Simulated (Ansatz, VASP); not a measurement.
## AlN in VASP and in Ansatz

```
CELL_PARAMETERS angstrom
4.37714 0.00000 0.00000
0.00000 -4.37714 0.00000
0.00000 0.00000 -4.37714
ATOMIC_POSITIONS crystal
Al 0.00000 0.08636 0.00000
Al 0.50000 0.50000 0.00000
Al 0.50000 0.00000 0.50000
Al 0.00000 0.50000 0.50000
N 0.75000 0.75000 0.75000
N 0.25000 0.25000 0.75000
N 0.25000 0.75000 0.25000
N 0.75000 0.25000 0.25000
```

Alike in both runs: task single point; functional PBEsol; k mesh 6 × 6 × 6; occupations gaussian, width 0.05 eV; no spin polarisation.

|  | VASP | Ansatz |
| --- | --- | --- |
| version | VASP 6.6.1 | Ansatz 0.2.0 |
| potentials or method | VASP PAW PBE potentials, release 64 (Al, N), cutoff 520 eV | scalar-relativistic, plane waves, PAW |
| valence electrons in the cell | 32 | 32 |

```tsv
	VASP	Ansatz	Ansatz less VASP
gap on the k mesh at the Fermi level (eV)	1.78	1.79	+0.008
least direct gap on the mesh (eV)	1.80	1.80	+0.008
pressure (GPa)	4.8	4.7	-0.10
traceless stress, the component that is largest in VASP (GPa)	7.97	7.82	-0.155
rms of the force components (eV/Å)	1.786	1.771	-0.0156
```

VASP's potentials were made for PBE, not for PBEsol, and Ansatz warns of the same on its side. Atom by atom the forces differ by 0.019 eV/Å (rms over components).
